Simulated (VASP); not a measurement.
# ScSi2 (P6/mmm) in VASP: further runs

Runs on ScSi2. Level: PBEsol. Tasks: single point.

Program: VASP 6.6.1. These are calculated values, not measurements. Logs are shortened: lines on timing, memory, paths and dates and some standing lists are left out, and cuts for length are marked.

## 1. The cell of the first run

The structure is hexagonal, space group P6/mmm (No. 191). Conventional cell: a = 3.587 Å, b = 3.587 Å, c = 3.870 Å, α = 90.00°, β = 90.00°, γ = 120.00°. Within 3.7 Å of Sc (site symmetry 6/mmm) lie 12 Si at 2.83 Å and 6 Sc at 3.59 Å. Si (site symmetry -6m2) has 3 Si at 2.07 Å within 2.7 Å.

## 2. Single point, PBEsol (equal xx and yy strain of -2 %)

Input file INCAR:

```
  PREC = Accurate
  ENCUT = 520
  EDIFF = 1E-7
  ISMEAR = -1
  SIGMA = 0.05
  LREAL = False
  LASPH = True
  NELM = 80
  ALGO = Normal
  ISIF = 2
  LWAVE = False
  LCHARG = True
  GGA = PS
  LELF = True
  LVHAR = True
  NBANDS = 16
```

Input file KPOINTS:

```
Automatic mesh
0
Gamma
  13 13 11
```

Input file POSCAR:

```
ScSi2
1.0
    3.5867987364      0.0000000000      0.0000000000
   -1.7933993682      3.1062588240      0.0000000000
    0.0000000000      0.0000000000      3.8700000000
Sc Si
1 2
Direct
    0.0000000000      0.0000000000      0.0000000000
    0.3333333333      0.6666666667      0.5000000000
    0.6666666667      0.3333333333      0.5000000000
```

Potentials or basis: VASP PAW PBE potentials, release 64 (Sc_sv, Si).

Command:

```bash
> cat potpaw_PBE.64/Sc_sv/POTCAR potpaw_PBE.64/Si/POTCAR > POTCAR
> mpirun -np 1 vasp_std > vasp.out
```

OUTCAR:

```text
PREC = Accurate
   ENCUT = 520
   EDIFF = 1E-7
   ISMEAR = -1
   LREAL = False
   LASPH = True
   NELM = 80
   ISIF = 2
   GGA = PS

 ion  position               nearest neighbor table
   1  0.000  0.000  0.000-   2 2.83   3 2.83   2 2.83   3 2.83   3 2.83   3 2.83   2 2.83   2 2.83
                             3 2.83   3 2.83   2 2.83   2 2.83
   2  0.333  0.667  0.500-   3 2.07   3 2.07   3 2.07   1 2.83   1 2.83   1 2.83   1 2.83   1 2.83
                             1 2.83
   3  0.667  0.333  0.500-   2 2.07   2 2.07   2 2.07   1 2.83   1 2.83   1 2.83   1 2.83   1 2.83
                             1 2.83

  LATTYP: Found a hexagonal cell.
 ALAT       =     3.5867987364
 C/A-ratio  =     1.0789565527

  Lattice vectors:

 A1 = (   3.5867987364,   0.0000000000,   0.0000000000)
 A2 = (  -1.7933993682,   3.1062588240,   0.0000000000)
 A3 = (   0.0000000000,   0.0000000000,   3.8700000000)

Analysis of symmetry for initial positions (statically):
=====================================================================
 Subroutine PRICEL returns:
 Original cell was already a primitive cell.

 Routine SETGRP: Setting up the symmetry group for a
 hexagonal supercell.

 Subroutine GETGRP returns: Found 24 space group operations
 (whereof 24 operations were pure point group operations)
 out of a pool of 24 trial point group operations.

The static configuration has the point symmetry D_6h.

Analysis of symmetry for dynamics (positions and initial velocities):
=====================================================================
 Subroutine PRICEL returns:
 Original cell was already a primitive cell.

 Routine SETGRP: Setting up the symmetry group for a
 hexagonal supercell.

 Subroutine GETGRP returns: Found 24 space group operations
 (whereof 24 operations were pure point group operations)
 out of a pool of 24 trial point group operations.

The dynamic configuration has the point symmetry D_6h.

 Subroutine INISYM returns: Found 24 space group operations
 (whereof 24 operations are pure point group operations),
 and found     1 'primitive' translations

----------------------------------------------------------------------------------------

                                     Primitive cell

  volume of cell :      43.1177

  direct lattice vectors                    reciprocal lattice vectors
     3.586798736  0.000000000  0.000000000     0.278800143  0.160965338  0.000000000
    -1.793399368  3.106258824  0.000000000     0.000000000  0.321930675  0.000000000
     0.000000000  0.000000000  3.870000000     0.000000000  0.000000000  0.258397933

  length of vectors
     3.586798736  3.586798736  3.870000000     0.321930675  0.321930675  0.258397933

  position of ions in fractional coordinates (direct lattice)
     0.000000000  0.000000000  0.000000000
     0.333333333  0.666666667  0.500000000
     0.666666667  0.333333333  0.500000000

  ion indices of the primitive-cell ions
   primitive index   ion index
                 1           1
                 2           2
                 3           3

----------------------------------------------------------------------------------------

 KPOINTS: Automatic mesh

Automatic generation of k-mesh.
 Grid dimensions read from file:
 generate k-points for:   13   13   11

 Generating k-lattice:

  Cartesian coordinates                     Fractional coordinates (reciprocal lattice)
     0.021446165  0.012381949  0.000000000     0.076923077  0.000000000  0.000000000
     0.000000000  0.024763898  0.000000000     0.000000000  0.076923077  0.000000000
     0.000000000  0.000000000  0.023490721     0.000000000  0.000000000  0.090909091

  Length of vectors
     0.024763898  0.024763898  0.023490721

  Shift w.r.t. Gamma in fractional coordinates (k-lattice)
     0.000000000  0.000000000  0.000000000

 Subroutine IBZKPT returns following result:
 ===========================================

 Found    126 irreducible k-points:

 Following reciprocal coordinates:
            Coordinates               Weight
  0.000000  0.000000  0.000000      1.000000
  0.076923  0.000000  0.000000      6.000000
  0.153846  0.000000  0.000000      6.000000
  0.230769  0.000000  0.000000      6.000000
  0.307692  0.000000  0.000000      6.000000
  0.384615  0.000000  0.000000      6.000000
[... 16 lines left out ...]
  0.076923  0.000000  0.090909     12.000000
  0.153846  0.000000  0.090909     12.000000
 [... further k-points ...]
   k-points           NKPTS =    126   k-points in BZ     NKDIM =    126   number of bands    NBANDS=     16
   number of dos      NEDOS =    301   number of ions     NIONS =      3
   total plane-waves  NPLWV =  23520
   dimension x,y,z NGX =    28 NGY =   28 NGZ =   30
   dimension x,y,z NGXF=    56 NGYF=   56 NGZF=   60
   ions per type =               1   2
   NGX,Y,Z   is equivalent  to a cutoff of  12.98, 12.98, 12.89 a.u.
   NGXF,Y,Z  is equivalent  to a cutoff of  25.96, 25.96, 25.77 a.u.
 SYSTEM =  unknown system
   PREC   = accura    normal or accurate (medium, high low for compatibility)
   ISTART =      0    job   : 0-new  1-cont  2-samecut
   ICHARG =      2    charge: 1-file 2-atom 10-const
   ISPIN  =      1    spin polarized calculation?
   LNONCOLLINEAR =      F non collinear calculations
   LSORBIT =      F    spin-orbit coupling
   LASPH  =      T    aspherical Exc in radial PAW
   ENCUT  =  520.0 eV  38.22 Ry    6.18 a.u.   6.67  6.67  7.20*2*pi/ulx,y,z
   NELM   =     80;   NELMIN=  2; NELMDL= -5     # of ELM steps
   EDIFF  = 0.1E-06   stopping-criterion for ELM
   LREAL  =      F    real-space projection
   EDIFFG = 0.1E-05   stopping-criterion for IOM
   NSW    =      0    number of steps for IOM
   IBRION =     -1    ionic relax: 0-MD 1-quasi-New 2-CG
   NFREE  =      0    steps in history (QN), initial steepest desc. (CG)
   ISIF   =      2    stress and relaxation
   ISYM   =      2    0-nonsym 1-usesym 2-fastsym
   POTIM  = 0.5000    time-step for ionic-motion
   TEBEG  =    0.0;   TEEND  =   0.0 temperature during run
   PSTRESS=    0.0 pullay stress
   NELECT =      19.0000    total number of electrons
   NUPDOWN=      -1.0000    fix difference up-down
   EMIN   =  10.00;   EMAX   =-10.00  energy-range for DOS
   EFERMI =   0.00;   METHOD = LEGACY
   ISMEAR =    -1;   SIGMA  =   0.05  broadening in eV -4-tet -1-fermi 0-gaus
   EFERMI_NEDOS =   21; number of points for ismear=-14 and -15
   IALGO  =     38    algorithm
   IMIX   =      4    mixing-type and parameters
     AMIX     =   0.40;   BMIX     =  1.00
     AMIX_MAG =   1.60;   BMIX_MAG =  1.00
  volume/ion in A,a.u.               =      14.37        96.99
  Fermi-wavevector in a.u.,A,eV,Ry     =   1.245778  2.354180 21.115753  1.551964
  Thomas-Fermi vector in A             =   2.379985
   LORBIT       =      0    0 simple, 1 ext, 2 COOP (PROOUT), +10 PAW based schemes
   GGA     = PS    functional components
   LHFCALC =     F    Hartree Fock is set to
   AEXX    =    0.0000 exact exchange contribution
   IVDW    =     0    specifies the selected vdW correction
   LEPSILON=     F    determine dielectric tensor
   LRPA    =     F    only Hartree local field effects (RPA)
 non-spin polarized calculation
  energy-cutoff  :      520.00
  volume of cell :       43.12
 maximum number of plane-waves:      1184
 NGX is ok and might be reduce to    28
   NGX = 13   NGY = 13   NGZ = 15

 number of electron      18.9999995 magnetization

 Free energy of the ion-electron system (eV)
  ---------------------------------------------------
  ext. energy  EPLUGINS =         0.00000000
  ---------------------------------------------------
  free energy    TOTEN  =       -18.22949202 eV

  energy without entropy =      -18.21435056  energy(sigma->0) =      -18.22192129

 E-fermi :   9.5724     XC(G=0): -11.5092

 val. band max:        9.5712632320   @ k =   0.2308   0.0769   0.3636
 cond. band min:       9.5746200296   @ k =   0.3846   0.1538   0.1818
 fundamental gap:      0.0033567976
 Fermi energy:         9.5724357024

 k-point     1 :       0.0000    0.0000    0.0000
  band No.  band energies     occupation
      1     -39.6860      2.00000
      2     -18.5126      2.00000
      3     -18.4064      2.00000
      4     -18.4064      2.00000
      5      -4.5869      2.00000
      6       5.7857      2.00000
[... 8 lines left out ...]
     15      12.2905      0.00000
     16      12.2905      0.00000

 k-point     2 :       0.0769    0.0000    0.0000
  band No.  band energies     occupation
      1     -39.6852      2.00000
      2     -18.5110      2.00000
      3     -18.4159      2.00000
      4     -18.4085      2.00000
      5      -4.4961      2.00000
      6       5.6769      2.00000
[... 8 lines left out ...]
     15      12.3673      0.00000
     16      12.5110      0.00000

 k-point     3 :       0.1538    0.0000    0.0000
  band No.  band energies     occupation
      1     -39.6829      2.00000
      2     -18.5067      2.00000
      3     -18.4421      2.00000
      4     -18.4144      2.00000
      5      -4.2262      2.00000
      6       4.5966      2.00000
[... 8 lines left out ...]
     15      12.9732      0.00000
     16      13.1439      0.00000

 k-point     4 :       0.2308    0.0000    0.0000
  band No.  band energies     occupation
      1     -39.6796      2.00000
      2     -18.5006      2.00000
      3     -18.4787      2.00000
      4     -18.4227      2.00000
      5      -3.7846      2.00000
      6       3.3279      2.00000
[... 8 lines left out ...]
     15      14.1193      0.00000
     16      14.3606      0.00000
[... 324 lines left out ...]
 k-point    22 :       0.0000    0.0000    0.0909
  band No.  band energies     occupation
      1     -39.6858      2.00000
      2     -18.5193      2.00000
      3     -18.4059      2.00000
      4     -18.4059      2.00000
      5      -4.5259      2.00000
      6       5.1500      2.00000
[... 8 lines left out ...]
     15      12.0736      0.00000
     16      12.0736      0.00000

 k-point    23 :       0.0769    0.0000    0.0909
  band No.  band energies     occupation
      1     -39.6849      2.00000
      2     -18.5177      2.00000
      3     -18.4154      2.00000
      4     -18.4081      2.00000
      5      -4.4364      2.00000
      6       5.1893      2.00000
[... 8 lines left out ...]
     15      12.1437      0.00000
     16      12.3553      0.00000

 k-point    24 :       0.1538    0.0000    0.0909
  band No.  band energies     occupation
      1     -39.6826      2.00000
      2     -18.5132      2.00000
      3     -18.4414      2.00000
      4     -18.4139      2.00000
      5      -4.1703      2.00000
      6       4.6273      2.00000
[... 8 lines left out ...]
     15      13.0080      0.00000
     16      13.0414      0.00000

 [... further k-points ...]

------------------------ aborting loop because EDIFF is reached ----------------------------------------

  FORCE on cell =-STRESS in cart. coord.  units (eV):
  Direction    XX          YY          ZZ          XY          YZ          ZX
  --------------------------------------------------------------------------------------
  -------------------------------------------------------------------------------------
  Total       12.9882023     12.9882023     -0.0275412      0.0000000      0.0000000      0.0000000
  in kB      482.6185553    482.6185553     -1.0233826      0.0000000      0.0000000      0.0000000
  external PRESSURE =     321.4045760 kB  Pullay stress =       0.0000000 kB

 VOLUME and BASIS-vectors are now :
 -----------------------------------------------------------------------------
  energy-cutoff  :      520.00
  volume of cell :       43.12
      direct lattice vectors                 reciprocal lattice vectors
     3.586798736  0.000000000  0.000000000     0.278800143  0.160965338  0.000000000
    -1.793399368  3.106258824  0.000000000     0.000000000  0.321930675  0.000000000
     0.000000000  0.000000000  3.870000000     0.000000000  0.000000000  0.258397933

 POSITION                                       TOTAL-FORCE (eV/Angst)
 -----------------------------------------------------------------------------------
      0.00000      0.00000      0.00000         0.000000      0.000000      0.000000
     -0.00000      2.07084      1.93500         0.000000     -0.000000      0.000000
      1.79340      1.03542      1.93500        -0.000000      0.000000      0.000000
 -----------------------------------------------------------------------------------
    total drift:                               -0.000000      0.000000      0.000000

  FREE ENERGIE OF THE ION-ELECTRON SYSTEM (eV)
  ---------------------------------------------------
  free  energy   TOTEN  =       -18.2294920248 eV

  energy  without entropy=      -18.2143505614  energy(sigma->0) =      -18.22192129
```

Wall time 2.5 min (1 thread of Intel Xeon 8259CL, shared host); peak memory 0.22 GiB.

Results:

| Quantity | Value |
| --- | --- |
| Free energy | -18.2295 eV |
| Pressure | 32.1 GPa |
| Band gap on the k mesh | zero (an odd number of electrons rules out a gap without spin polarisation) |

Caveat: the cell differs from its parent crystal (equal xx and yy strain of -2 %); the stress differs along the axes, from -0 to 48 GPa; the PAW data sets were made with another functional, which shifts forces and pressure a little; an odd number of electrons without spin polarisation forces a metal; a magnetic or distorted state may lie lower.

## 3. Single point, PBEsol (equal xx and yy strain of -1 %)

Input file INCAR:

```
PREC = Accurate ; ENCUT = 520
EDIFF = 1E-6 ; ISMEAR = -1
SIGMA = 0.05 ; LREAL = False
LASPH = True ; NELM = 80
ALGO = Normal ; ISIF = 2
LWAVE = False ; LCHARG = False
GGA = PS ; NBANDS = 16
```

Input file KPOINTS:

```
regular mesh
0
Gamma
  13 13 11
```

Input file POSCAR:

```
ScSi2
1.0
    3.6233987235      0.0000000000      0.0000000000
   -1.8116993618      3.1379553426      0.0000000000
    0.0000000000      0.0000000000      3.8700000000
Sc Si
1 2
Direct
    0.0000000000      0.0000000000      0.0000000000
    0.3333333333      0.6666666667      0.5000000000
    0.6666666667      0.3333333333      0.5000000000
```

Potentials or basis: VASP PAW PBE potentials, release 64 (Sc_sv, Si).

Command:

```bash
> cat potpaw_PBE.64/Sc_sv/POTCAR potpaw_PBE.64/Si/POTCAR > POTCAR
> mpirun -np 1 vasp_std > vasp.out
```

Wall time 2 min (1 thread of Intel Xeon 8259CL, shared host); peak memory 0.22 GiB.

It converged, with:

* Free energy: -18.4758 eV
* Pressure: 26.9 GPa
* Band gap on the k mesh: zero (an odd number of electrons rules out a gap without spin polarisation)

Stress tensor (GPa, compression positive):
```
40.99  0.00  0.00
 0.00 40.99  0.00
 0.00  0.00 -1.36
```

Levels at points of the mesh, in eV from the Fermi level:
```tsv
k point	band 7	band 8	band 9	band 10	band 11	band 12
(0.00, 0.00, 0.00)	-3.42	-3.42	-2.20	1.13	1.13	1.46
```

Caveat: the cell differs from its parent crystal (equal xx and yy strain of -1 %); the stress differs along the axes, from -1 to 41 GPa; the PAW data sets were made with another functional, which shifts forces and pressure a little; an odd number of electrons without spin polarisation forces a metal; a magnetic or distorted state may lie lower.

(Continued in part 2 of 2.)

The gap in the log of VASP goes by the Fermi energy; the results here count the filled bands.